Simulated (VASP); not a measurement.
# B32HN32 (a cell with a defect) in VASP: further runs, part 2 of 3

VASP 6.6.1.

### 3 Relaxation of the atoms, PBEsol

Input file INCAR:

```
SYSTEM = B32HN32
PREC = Accurate ; ENCUT = 520
EDIFF = 1E-7 ; ISMEAR = -1
SIGMA = 0.05 ; LREAL = Auto
LASPH = .True. ; NELM = 120
ALGO = Normal ; ISIF = 2
LWAVE = .False. ; LCHARG = .False.
GGA = PS ; IBRION = 2
NSW = 100 ; EDIFFG = -0.03
NELECT = 258.0 ; ISYM = -1
GGA_COMPAT = .False. ; NELMIN = 4
```

Input file KPOINTS:

```
explicit points
1
Reciprocal
  0.25000000   0.25000000   0.25000000 1
```

Input file POSCAR:

```
B32HN32
1.0
    7.2115910000      0.0000000000      0.0000000000
    0.0000000000      7.2115910000      0.0000000000
    0.0000000000      0.0000000000      7.2115910000
B N H
32 32 1
Direct
    0.0061050000      0.0029120000      0.9990120000
    0.9986850000      0.0031380000      0.5042510000
    0.9989860000      0.5012360000      0.0003920000
    0.9975270000      0.4975260000      0.4992010000
    0.4990730000      0.0013800000      0.9977070000
    0.4983580000      0.0014780000      0.5040550000
    0.5015100000      0.4993310000      0.9984030000
    0.4998520000      0.5014950000      0.4983940000
    0.2521250000      0.2454350000      0.9970220000
    0.2447820000      0.2520630000      0.4970860000
    0.2516970000      0.7489310000      0.9960000000
    0.2545030000      0.7512810000      0.5005000000
    0.7541060000      0.2478360000      0.0001140000
    0.7551500000      0.2465550000      0.5021360000
    0.7475930000      0.7466680000      0.0034700000
    0.7509450000      0.7519440000      0.5032170000
    0.2475810000      0.0011510000      0.2491120000
    0.2529090000      0.9942200000      0.7458580000
    0.2514390000      0.5069360000      0.2568720000
    0.2463180000      0.5004420000      0.7461520000
    0.7478780000      0.9968300000      0.2490090000
    0.7501580000      0.0001730000      0.7466930000
    0.7483810000      0.5058930000      0.2486250000
    0.7495860000      0.4965240000      0.7521540000
    0.9958320000      0.2513250000      0.2481270000
    0.0017690000      0.2511330000      0.7515150000
    0.9993470000      0.7505730000      0.2513730000
    0.9983630000      0.7491640000      0.7486780000
    0.5018850000      0.2506900000      0.2491100000
    0.5031600000      0.2475190000      0.7530400000
    0.4980840000      0.7502260000      0.2504150000
    0.5029950000      0.7527660000      0.7526670000
    0.1265600000      0.1258560000      0.1220910000
    0.1214560000      0.1278360000      0.6267710000
    0.1264730000      0.6245150000      0.1281180000
    0.1254560000      0.6271300000      0.6250960000
    0.6243650000      0.1213530000      0.1243550000
    0.6238610000      0.1237260000      0.6243220000
    0.6295660000      0.6282380000      0.1280450000
    0.6236330000      0.6276740000      0.6271480000
    0.3778210000      0.3730100000      0.1236990000
    0.3717550000      0.3768540000      0.6267280000
    0.3775820000      0.8743720000      0.1225760000
    0.3732410000      0.8733740000      0.6242400000
    0.8744610000      0.3754570000      0.1257380000
    0.8733970000      0.3708870000      0.6280830000
    0.8716380000      0.8749450000      0.1228280000
    0.8726630000      0.8739190000      0.6283360000
    0.3761840000      0.1228400000      0.3723690000
    0.3788160000      0.1316290000      0.8736620000
    0.3738100000      0.6272730000      0.3802160000
    0.3716740000      0.6233720000      0.8748590000
    0.8747910000      0.1280420000      0.3719460000
    0.8781350000      0.1202560000      0.8703200000
    0.8723220000      0.6242340000      0.3752950000
    0.8818550000      0.6237870000      0.8745670000
    0.1259990000      0.3703050000      0.3731400000
    0.1241110000      0.3821730000      0.8734810000
    0.1221100000      0.8730430000      0.3740590000
    0.1258290000      0.8762370000      0.8744160000
    0.6286240000      0.3736650000      0.3712210000
    0.6243290000      0.3729580000      0.8767770000
    0.6296130000      0.8752300000      0.3747530000
    0.6222910000      0.8735850000      0.8734190000
    0.3761030000      0.3756130000      0.3712390000
```

Potentials or basis: VASP PAW PBE potentials, release 64 (B, N, H).

Started as:

```console
> cat potpaw_PBE.64/B/POTCAR potpaw_PBE.64/N/POTCAR potpaw_PBE.64/H/POTCAR > POTCAR
> mpirun -np 1 vasp_std > vasp.out
```

OUTCAR:

```text
SYSTEM = B32HN32
   PREC = Accurate
   ENCUT = 520
   EDIFF = 1E-7
   ISMEAR = -1
   LREAL = Auto
   LASPH = .True.
   NELM = 120
   ISIF = 2
   GGA = PS
   IBRION = 2
   NSW = 100
   EDIFFG = -0.03
   NELECT = 258.0
   ISYM = -1
   NELMIN = 4

 ion  position               nearest neighbor table
   1  0.006  0.003  0.999-  33 1.53  60 1.55  54 1.56  47 1.61
   2  0.999  0.003  0.504-  34 1.54  48 1.58  53 1.59  59 1.60
   3  0.999  0.501  0.000-  56 1.52  58 1.55  45 1.56  35 1.58
   4  0.998  0.498  0.499-  55 1.56  46 1.58  57 1.59  36 1.60
   5  0.499  0.001  0.998-  37 1.55  43 1.55  50 1.56  64 1.56
   6  0.498  0.001  0.504-  38 1.53  44 1.56  49 1.56  63 1.61
[... 56 lines left out ...]
  63  0.630  0.875  0.375-  21 1.52  16 1.55  31 1.59   6 1.61
  64  0.622  0.874  0.873-  32 1.50   5 1.56  22 1.59  15 1.59
  65  0.376  0.376  0.371-

IMPORTANT INFORMATION: All symmetrisations will be switched off!
NOSYMM: (Re-)initialisation of all symmetry stuff for point group C_1.

----------------------------------------------------------------------------------------

                                     Primitive cell

  volume of cell :     375.0535

  direct lattice vectors                    reciprocal lattice vectors
[... 663 lines left out ...]
  free  energy   TOTEN  =      -574.9737693608 eV

  energy  without entropy=     -574.9737693608  energy(sigma->0) =     -574.97376936

[... ionic steps 4 to 9 ...]

--------------------------------------- Ionic step       10  -------------------------------------------

 number of electron     258.0000098 magnetization

------------------------ aborting loop because EDIFF is reached ----------------------------------------
[... 193 lines left out ...]
--------------------------------------- Ionic step       12  -------------------------------------------

 number of electron     258.0000097 magnetization

 Free energy of the ion-electron system (eV)
  ---------------------------------------------------
  ext. energy  EPLUGINS =         0.00000000
  ---------------------------------------------------
  free energy    TOTEN  =      -575.17558129 eV

  energy without entropy =     -575.17558129  energy(sigma->0) =     -575.17558129

 E-fermi :  10.9359     XC(G=0): -13.1017

 val. band max:        9.7407413669   @ k =   0.2500   0.2500   0.2500
 cond. band min:      12.9544394194   @ k =   0.2500   0.2500   0.2500
 fundamental gap:      3.2136980525
 Fermi energy:        10.9359409645

 k-point     1 :       0.2500    0.2500    0.2500
  band No.  band energies     occupation
      1     -12.5258      2.00000
      2     -11.5306      2.00000
      3     -11.5285      2.00000
      4     -11.5211      2.00000
      5     -10.5846      2.00000
      6     -10.5808      2.00000
[... 133 lines left out ...]
    140      15.6967      0.00000
    141      15.7034      0.00000
 [bands above 141 left out]

------------------------ aborting loop because EDIFF is reached ----------------------------------------

  FORCE on cell =-STRESS in cart. coord.  units (eV):
  Direction    XX          YY          ZZ          XY          YZ          ZX
  --------------------------------------------------------------------------------------
  -------------------------------------------------------------------------------------
  Total       22.3663273     22.3739875     22.3552517     -3.2031597     -3.2071628     -3.4569952
  in kB       95.5458864     95.5786099     95.4985729    -13.6834594    -13.7005601    -14.7678098
  external PRESSURE =      95.5410231 kB  Pullay stress =       0.0000000 kB
[... 80 lines left out ...]
  FREE ENERGIE OF THE ION-ELECTRON SYSTEM (eV)
  ---------------------------------------------------
  free  energy   TOTEN  =      -575.1755812891 eV

  energy  without entropy=     -575.1755812890  energy(sigma->0) =     -575.17558129

 reached required accuracy - stopping structural energy minimisation
```

OSZICAR:

```text
N       E                     dE             d eps       ncg     rms          rms(c)
DAV:   1     0.118984033466E+04    0.11898E+04   -0.14105E+05   324   0.158E+03
DAV:   2    -0.519964862424E+03   -0.17098E+04   -0.16461E+04   398   0.352E+02
DAV:   3    -0.603962903183E+03   -0.83998E+02   -0.83490E+02   392   0.824E+01
[... 117 lines left out ...]
DAV:   2    -0.575175610041E+03   -0.11947E-03   -0.19698E-03   392   0.125E-01    0.399E-02
DAV:   3    -0.575175586566E+03    0.23475E-04   -0.85814E-05   392   0.313E-02    0.217E-02
DAV:   4    -0.575175581507E+03    0.50591E-05   -0.26375E-05   392   0.147E-02    0.967E-03
DAV:   5    -0.575175581253E+03    0.25324E-06   -0.27003E-06   400   0.527E-03    0.336E-03
DAV:   6    -0.575175581289E+03   -0.35736E-07   -0.58120E-07   352   0.226E-03
  12 F= -.57517558E+03 E0= -.57517558E+03  d E =-.443245E-03
```

It took 26 min on 1 thread of Intel Xeon Platinum 8259CL at 2.50GHz (Skylake/Cascade Lake), shared host; peak memory 0.46 GiB.

Results:

* Free energy: -575.1756 eV
* Energy gained by relaxing: 32.1 meV/atom
* Ionic steps: 12
* Largest force after relaxing: 0.026 eV/Å

Forces in eV/Å, atoms in the order of the input:
```
B    0.010  0.004  0.007
B   -0.003 -0.005  0.005
B   -0.004  0.002 -0.007
B   -0.008 -0.007 -0.011
B   -0.001 -0.001 -0.006
B   -0.006  0.002  0.001
B   -0.008 -0.013 -0.008
B   -0.005 -0.007 -0.004
B   -0.009 -0.005 -0.001
B   -0.007 -0.005 -0.002
B   -0.011  0.011 -0.013
B    0.001  0.008  0.003
B    0.009 -0.002 -0.011
B    0.013  0.002  0.000
B    0.005  0.003  0.000
B    0.013  0.020  0.001
B   -0.009 -0.001 -0.001
B   -0.015 -0.002  0.010
B   -0.003 -0.017  0.013
B   -0.003 -0.009  0.010
B    0.009 -0.001 -0.021
B    0.005  0.010 -0.004
B    0.010  0.000 -0.009
B    0.007 -0.011  0.012
B   -0.001 -0.002  0.001
B   -0.004 -0.003  0.013
B   -0.002  0.015 -0.010
B    0.005  0.002 -0.004
B   -0.007 -0.003 -0.001
B   -0.006  0.002  0.013
B   -0.004  0.012  0.000
B    0.003  0.015  0.002
N    0.005 -0.008  0.003
N    0.002  0.008 -0.007
N    0.003 -0.001  0.000
N    0.004  0.000 -0.006
N   -0.007 -0.009  0.004
N   -0.006  0.003 -0.006
N    0.000 -0.003 -0.002
N    0.000 -0.001 -0.007
N    0.019  0.010  0.004
N    0.003  0.003  0.000
N    0.006 -0.006  0.000
N    0.007 -0.009 -0.004
N   -0.009  0.011  0.001
N   -0.015  0.006  0.002
N   -0.005 -0.003 -0.004
N   -0.006 -0.005 -0.008
N    0.010 -0.004  0.008
N    0.008  0.004  0.006
N    0.014  0.003  0.002
N    0.004 -0.007  0.001
N   -0.009 -0.007  0.005
N   -0.003 -0.001 -0.001
N   -0.003 -0.003  0.005
N   -0.001 -0.001 -0.001
N   -0.004  0.004  0.013
N    0.002  0.007 -0.006
N    0.003 -0.007  0.005
N    0.011 -0.011  0.005
N    0.001  0.001  0.003
N   -0.008  0.024 -0.006
N    0.008 -0.003  0.012
N   -0.007 -0.005 -0.004
H   -0.002 -0.007  0.006
```

The path:
```
step  energy change (eV)  largest force (eV/Å)  pressure (GPa)
   1              0.0000                3.7252           10.16
   2              1.0576                5.1531           12.15
   3             -1.8870                0.9071            9.62
   4             -1.9859                0.8132            9.61
   5             -2.0497                0.3335            9.57
   6             -2.0736                0.2873            9.58
   7             -2.0790                0.1658            9.57
   8             -2.0860                0.0940            9.55
   9             -2.0861                0.0823            9.55
  10             -2.0883                0.0438            9.55
  11             -2.0884                0.0428            9.55
  12             -2.0888                0.0258            9.55
```

Final structure:
```
CELL_PARAMETERS angstrom
7.21159 0.00000 0.00000
0.00000 7.21159 0.00000
0.00000 0.00000 7.21159
ATOMIC_POSITIONS crystal
B 0.00010 0.99998 0.99978
B 0.00040 0.00031 0.49996
B 0.00068 0.50034 0.00035
B 0.99759 0.49990 0.49972
B 0.50035 0.00031 0.00008
B 0.49999 0.99765 0.49961
B 0.50007 0.49990 0.99716
B 0.49415 0.49431 0.49382
B 0.25038 0.25021 0.99754
B 0.25533 0.25544 0.49442
B 0.24961 0.74940 0.00035
B 0.24998 0.75222 0.49941
B 0.74979 0.24962 0.00008
B 0.75205 0.24991 0.49941
B 0.75004 0.74987 0.99961
B 0.74944 0.74931 0.49977
B 0.25030 0.99808 0.24990
B 0.24978 0.00022 0.74943
B 0.25767 0.49262 0.25721
B 0.24999 0.49974 0.75172
B 0.74980 0.00023 0.24949
B 0.74999 0.99972 0.74969
B 0.75210 0.49967 0.24970
B 0.74956 0.50001 0.74917
B 0.99799 0.25021 0.24997
B 0.00041 0.24963 0.74939
B 0.00063 0.74936 0.24931
B 0.99986 0.74989 0.74976
B 0.49478 0.25548 0.25495
B 0.49980 0.24989 0.75163
B 0.49975 0.75216 0.24968
B 0.50007 0.74936 0.74918
N 0.12553 0.12552 0.12514
N 0.12502 0.12478 0.62570
N 0.12507 0.62580 0.12474
N 0.12518 0.62525 0.62497
N 0.62609 0.12484 0.12469
N 0.62532 0.12510 0.62493
N 0.62528 0.62521 0.12489
N 0.62549 0.62533 0.62522
N 0.37605 0.37518 0.11531
N 0.37489 0.37487 0.63392
N 0.37537 0.87544 0.12371
N 0.37524 0.87523 0.62622
N 0.87546 0.37524 0.12373
N 0.87520 0.37512 0.62621
N 0.87538 0.87524 0.12486
N 0.87523 0.87513 0.62501
N 0.37560 0.11652 0.37524
N 0.37540 0.12387 0.87496
N 0.37523 0.63507 0.37495
N 0.37524 0.62645 0.87483
N 0.87541 0.12393 0.37504
N 0.87536 0.12500 0.87501
N 0.87518 0.62640 0.37493
N 0.87526 0.62519 0.87495
N 0.11580 0.37521 0.37568
N 0.12407 0.37527 0.87506
N 0.12404 0.87545 0.37501
N 0.12510 0.87527 0.87503
N 0.63432 0.37487 0.37456
N 0.62664 0.37505 0.87478
N 0.62652 0.87519 0.37489
N 0.62535 0.87513 0.87494
H 0.37445 0.37606 0.37389
```

Levels at points of the mesh, in eV from the Fermi level:
```
           k point  band 126  band 127  band 128  band 129  band 130  band 131  band 132  band 133
(0.25, 0.25, 0.25)     -4.58     -3.83     -3.81     -1.20      2.02      2.02      2.51      3.29
```

Caveat: the cell carries a net charge on a neutralising background, which shifts energy and pressure; the cell is charged against a uniform background, so pressure and absolute levels hang on convention; the PAW data sets were made with another functional, which shifts forces and pressure a little.

(Continued in part 3 of 3.)
